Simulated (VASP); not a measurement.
# Tc (Im-3m) in VASP: single point with PBE

Aim: the single point of Tc with PBE.

All numbers are computed with VASP 6.6.1; they aren't measurements. Logs are shortened: lines on timing, memory, paths and dates and some standing lists are left out, and cuts for length are marked.

## 1. The cell of the first run

It takes space group Im-3m (No. 229, cubic). The conventional cell has a = 3.057 Å, b = 3.057 Å, c = 3.057 Å, α = 90.00°, β = 90.00°, γ = 90.00°. Tc (site symmetry m-3m) has 14 Tc at 2.65 to 3.06 Å within 3.5 Å.

## 2. Single point, PBE

Contents of INCAR:

```
SYSTEM = Tc
ALGO = Normal
EDIFF = 1E-7
ENCUT = 520
GGA = PE
ISIF = 2
ISMEAR = 0
LASPH = .True.
LCHARG = .False.
LREAL = .False.
LWAVE = .False.
NBANDS = 12
NELM = 100
PREC = Accurate
SIGMA = 0.05
```

Contents of KPOINTS:

```
k-points
0
Gamma
  10 10 10
  0 0 0
```

Contents of POSCAR:

```
Tc
1.0
   -1.5286172307      1.5286172307      1.5286172307
    1.5286172307     -1.5286172307      1.5286172307
    1.5286172307      1.5286172307     -1.5286172307
Tc
1
Direct
    0.0000000000      0.0000000000      0.0000000000
```

Potentials or basis: VASP PAW PBE potentials, release 64 (Tc_pv).

The run is started by

```
$ cat potpaw_PBE.64/Tc_pv/POTCAR > POTCAR
$ mpirun -np 1 vasp_std > vasp.out
```

OUTCAR:

```text
SYSTEM = Tc
   EDIFF = 1E-7
   ENCUT = 520
   GGA = PE
   ISIF = 2
   ISMEAR = 0
   LASPH = .True.
   LREAL = .False.
   NELM = 100
   PREC = Accurate

 ion  position               nearest neighbor table
   1  0.000  0.000  0.000-

  LATTYP: Found a body centered cubic cell.
 ALAT       =     3.0572344614

  Lattice vectors:

 A1 = (  -1.5286172307,   1.5286172307,   1.5286172307)
 A2 = (   1.5286172307,  -1.5286172307,   1.5286172307)
 A3 = (   1.5286172307,   1.5286172307,  -1.5286172307)

Analysis of symmetry for initial positions (statically):
=====================================================================
 Subroutine PRICEL returns:
 Original cell was already a primitive cell.

 Routine SETGRP: Setting up the symmetry group for a
 body centered cubic supercell.

 Subroutine GETGRP returns: Found 48 space group operations
 (whereof 48 operations were pure point group operations)
 out of a pool of 48 trial point group operations.

The static configuration has the point symmetry O_h .

Analysis of symmetry for dynamics (positions and initial velocities):
=====================================================================
 Subroutine PRICEL returns:
 Original cell was already a primitive cell.

 Routine SETGRP: Setting up the symmetry group for a
 body centered cubic supercell.

 Subroutine GETGRP returns: Found 48 space group operations
 (whereof 48 operations were pure point group operations)
 out of a pool of 48 trial point group operations.

The dynamic configuration has the point symmetry O_h .

 Subroutine INISYM returns: Found 48 space group operations
 (whereof 48 operations are pure point group operations),
 and found     1 'primitive' translations

----------------------------------------------------------------------------------------

                                     Primitive cell

  volume of cell :      14.2875

  direct lattice vectors                    reciprocal lattice vectors
    -1.528617231  1.528617231  1.528617231     0.000000000  0.327093003  0.327093003
     1.528617231 -1.528617231  1.528617231     0.327093003  0.000000000  0.327093003
     1.528617231  1.528617231 -1.528617231     0.327093003  0.327093003  0.000000000

  length of vectors
     2.647642709  2.647642709  2.647642709     0.462579361  0.462579361  0.462579361

  position of ions in fractional coordinates (direct lattice)
     0.000000000  0.000000000  0.000000000

  ion indices of the primitive-cell ions
   primitive index   ion index
                 1           1

----------------------------------------------------------------------------------------

 KPOINTS: k-points

Automatic generation of k-mesh.
 Grid dimensions read from file:
 generate k-points for:   10   10   10

 Generating k-lattice:

  Cartesian coordinates                     Fractional coordinates (reciprocal lattice)
     0.000000000  0.032709300  0.032709300     0.100000000  0.000000000  0.000000000
     0.032709300  0.000000000  0.032709300     0.000000000  0.100000000  0.000000000
     0.032709300  0.032709300  0.000000000     0.000000000  0.000000000  0.100000000

  Length of vectors
     0.046257936  0.046257936  0.046257936

  Shift w.r.t. Gamma in fractional coordinates (k-lattice)
     0.000000000  0.000000000  0.000000000

 Subroutine IBZKPT returns following result:
 ===========================================

 Found     47 irreducible k-points:

 Following reciprocal coordinates:
            Coordinates               Weight
  0.000000  0.000000  0.000000      1.000000
  0.100000  0.000000  0.000000     12.000000
  0.200000  0.000000  0.000000     12.000000
  0.300000  0.000000  0.000000     12.000000
  0.400000  0.000000  0.000000     12.000000
  0.500000  0.000000  0.000000      6.000000
[... 16 lines left out ...]
  0.300000  0.300000  0.100000      8.000000
 -0.300000  0.300000  0.100000     24.000000
 [... further k-points ...]
   k-points           NKPTS =     47   k-points in BZ     NKDIM =     47   number of bands    NBANDS=     12
   number of dos      NEDOS =    301   number of ions     NIONS =      1
   total plane-waves  NPLWV =   8000
   dimension x,y,z NGX =    20 NGY =   20 NGZ =   20
   dimension x,y,z NGXF=    40 NGYF=   40 NGZF=   40
   ions per type =               1
   NGX,Y,Z   is equivalent  to a cutoff of  12.56, 12.56, 12.56 a.u.
   NGXF,Y,Z  is equivalent  to a cutoff of  25.12, 25.12, 25.12 a.u.
 SYSTEM =  Tc
   PREC   = accura    normal or accurate (medium, high low for compatibility)
   ISTART =      0    job   : 0-new  1-cont  2-samecut
   ICHARG =      2    charge: 1-file 2-atom 10-const
   ISPIN  =      1    spin polarized calculation?
   LNONCOLLINEAR =      F non collinear calculations
   LSORBIT =      F    spin-orbit coupling
   LASPH  =      T    aspherical Exc in radial PAW
   ENCUT  =  520.0 eV  38.22 Ry    6.18 a.u.   4.92  4.92  4.92*2*pi/ulx,y,z
   NELM   =    100;   NELMIN=  2; NELMDL= -5     # of ELM steps
   EDIFF  = 0.1E-06   stopping-criterion for ELM
   LREAL  =      F    real-space projection
   EDIFFG = 0.1E-05   stopping-criterion for IOM
   NSW    =      0    number of steps for IOM
   IBRION =     -1    ionic relax: 0-MD 1-quasi-New 2-CG
   NFREE  =      0    steps in history (QN), initial steepest desc. (CG)
   ISIF   =      2    stress and relaxation
   ISYM   =      2    0-nonsym 1-usesym 2-fastsym
   POTIM  = 0.5000    time-step for ionic-motion
   TEBEG  =    0.0;   TEEND  =   0.0 temperature during run
   PSTRESS=    0.0 pullay stress
   NELECT =      13.0000    total number of electrons
   NUPDOWN=      -1.0000    fix difference up-down
   EMIN   =  10.00;   EMAX   =-10.00  energy-range for DOS
   EFERMI =   0.00;   METHOD = LEGACY
   ISMEAR =     0;   SIGMA  =   0.05  broadening in eV -4-tet -1-fermi 0-gaus
   EFERMI_NEDOS =   21; number of points for ismear=-14 and -15
   IALGO  =     38    algorithm
   IMIX   =      4    mixing-type and parameters
     AMIX     =   0.40;   BMIX     =  1.00
     AMIX_MAG =   1.60;   BMIX_MAG =  1.00
  volume/ion in A,a.u.               =      14.29        96.42
  Fermi-wavevector in a.u.,A,eV,Ry     =   1.586368  2.997800 34.239913  2.516563
  Thomas-Fermi vector in A             =   2.685690
   LORBIT       =      0    0 simple, 1 ext, 2 COOP (PROOUT), +10 PAW based schemes
   GGA     = PE    functional components
   LHFCALC =     F    Hartree Fock is set to
   AEXX    =    0.0000 exact exchange contribution
   IVDW    =     0    specifies the selected vdW correction
   LEPSILON=     F    determine dielectric tensor
   LRPA    =     F    only Hartree local field effects (RPA)
 non-spin polarized calculation
 Gauss-broadening in eV      SIGMA  =   0.05
  energy-cutoff  :      520.00
  volume of cell :       14.29
 maximum number of plane-waves:       397
   NGX =  9   NGY =  9   NGZ =  9

 number of electron      13.0000005 magnetization

 Free energy of the ion-electron system (eV)
  ---------------------------------------------------
  ext. energy  EPLUGINS =         0.00000000
  ---------------------------------------------------
  free energy    TOTEN  =       -10.08720794 eV

  energy without entropy =      -10.08410947  energy(sigma->0) =      -10.08565871

 E-fermi :  13.2909     XC(G=0): -13.8185

 val. band max:       13.2887745919   @ k =   0.2000   0.0000   0.0000
 cond. band min:      13.2970843858   @ k =  -0.3000   0.5000   0.1000
 fundamental gap:      0.0083097939
 Fermi energy:        13.2908570129

 k-point     1 :       0.0000    0.0000    0.0000
  band No.  band energies     occupation
      1     -25.5297      2.00000
      2     -25.5297      2.00000
      3     -25.5297      2.00000
      4       5.3533      2.00000
      5      10.8868      2.00000
      6      10.8868      2.00000
      7      10.8868      2.00000
      8      13.8590      0.00000
      9      13.8590      0.00000
     10      29.1584      0.00000
     11      29.1584      0.00000
     12      29.1584      0.00000

 k-point     2 :       0.1000    0.0000    0.0000
  band No.  band energies     occupation
      1     -25.6602      2.00000
      2     -25.5704      2.00000
      3     -25.5304      2.00000
      4       5.7973      2.00000
      5      10.6606      2.00000
      6      10.8532      2.00000
      7      11.2956      2.00000
      8      13.5719      0.00000
      9      13.8716      0.00000
     10      29.4232      0.00000
     11      29.8139      0.00000
     12      29.8912      0.00000

 k-point     3 :       0.2000    0.0000    0.0000
  band No.  band energies     occupation
      1     -25.9938      2.00000
      2     -25.6759      2.00000
      3     -25.5324      2.00000
      4       6.8654      2.00000
      5      10.1161      2.00000
      6      10.7463      2.00000
      7      12.4607      2.00000
      8      13.2888      1.04697
      9      13.9426      0.00000
     10      29.4351      0.00000
     11      30.3587      0.00000
     12      31.9164      0.00000
[... 286 lines left out ...]
 k-point    23 :       0.3000    0.3000    0.1000
  band No.  band energies     occupation
      1     -26.3499      2.00000
      2     -26.3499      2.00000
      3     -25.8075      2.00000
      4       8.6956      2.00000
      5      10.2168      2.00000
      6      10.2168      2.00000
      7      14.4213      0.00000
      8      14.4213      0.00000
      9      23.1966      0.00000
     10      23.4244      0.00000
     11      23.4244      0.00000
     12      28.3364      0.00000

 k-point    24 :      -0.3000    0.3000    0.1000
  band No.  band energies     occupation
      1     -26.3723      2.00000
      2     -25.8492      2.00000
      3     -25.6313      2.00000
      4       7.8989      2.00000
      5       9.9317      2.00000
      6      10.8352      2.00000
      7      12.8245      2.00000
      8      14.0495      0.00000
      9      14.8800      0.00000
     10      28.1149      0.00000
     11      29.3623      0.00000
     12      33.8352      0.00000

 [... further k-points ...]
[... 5 lines left out ...]
  --------------------------------------------------------------------------------------
  -------------------------------------------------------------------------------------
  Total        0.5589912      0.5589912      0.5589912      0.0000000      0.0000000      0.0000000
  in kB       62.6843745     62.6843745     62.6843745      0.0000000      0.0000000      0.0000000
  external PRESSURE =      62.6843745 kB  Pullay stress =       0.0000000 kB

 VOLUME and BASIS-vectors are now :
 -----------------------------------------------------------------------------
  energy-cutoff  :      520.00
  volume of cell :       14.29
      direct lattice vectors                 reciprocal lattice vectors
    -1.528617231  1.528617231  1.528617231     0.000000000  0.327093003  0.327093003
     1.528617231 -1.528617231  1.528617231     0.327093003  0.000000000  0.327093003
     1.528617231  1.528617231 -1.528617231     0.327093003  0.327093003  0.000000000

 POSITION                                       TOTAL-FORCE (eV/Angst)
 -----------------------------------------------------------------------------------
      0.00000      0.00000      0.00000         0.000000      0.000000      0.000000
 -----------------------------------------------------------------------------------
    total drift:                                0.000000     -0.000000      0.000000

  FREE ENERGIE OF THE ION-ELECTRON SYSTEM (eV)
  ---------------------------------------------------
  free  energy   TOTEN  =       -10.0872079375 eV

  energy  without entropy=      -10.0841094732  energy(sigma->0) =      -10.08565871
```

Wall time 9.4 s (1 thread of Intel Xeon Platinum 8259CL at 2.50GHz (Skylake/Cascade Lake), shared host); peak memory 0.13 GiB.

What came out:

* Free energy: -10.0872 eV
* Pressure: 6.3 GPa

Levels at points of the mesh, in eV from the Fermi level:
```csv
k point,band 3,band 4,band 5,band 6,band 7,band 8,band 9,band 10
"(0.00, 0.00, 0.00)",-38.82,-7.94,-2.40,-2.40,-2.40,0.57,0.57,15.87
"(0.50, 0.00, 0.00)",-38.83,-6.16,-4.37,0.58,1.15,1.29,3.48,11.12
"(0.50, 0.50, 0.50)",-39.72,-6.30,-6.30,2.77,2.77,2.77,9.23,9.23
```
